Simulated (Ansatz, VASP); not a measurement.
SrRe in VASP and in Ansatz

```xyz
2
Lattice="3.6394 0.0000 0.0000 0.0000 3.6394 0.0000 0.0000 0.0000 3.6394" Properties=species:S:1:pos:R:3 pbc="T T T"
Sr    0.0000    0.0000    0.0000
Re    1.8197    1.8197    1.8197
```

Alike in both runs: task relaxation of cell and atoms; functional PBE; k mesh 16 × 16 × 16; occupations gaussian, width 0.1 eV; no spin polarisation.

|  | VASP | Ansatz |
| --- | --- | --- |
| version | VASP 6.6.1 | Ansatz 0.2.0 |
| potentials or method | VASP PAW PBE potentials, release 64 (Sr_sv, Re), cutoff 600 eV | scalar-relativistic, plane waves, PAW |
| valence electrons in the cell | 17 | 25 |

Ansatz gave:

| Item | Value |
| --- | --- |
| gap on the k mesh at the Fermi level, each at its own relaxed structure (eV) | none |
| relaxed volume (Å³/atom) | 24.06 |
| relaxed cell length with the largest relative difference (Å) | 3.637 |

Question: Which values does VASP return?

Answer: gap on the k mesh at the Fermi level, each at its own relaxed structure (eV): none; relaxed volume (Å³/atom): 24.18; relaxed cell length with the largest relative difference (Å): 3.643.

A gap of «none» marks a metal or a gap that the smearing closes. VASP's potentials hold 17 valence electrons a cell and Ansatz's 25, so a difference there can come from the potentials and not from the codes.

Spin-orbit coupling is off throughout.
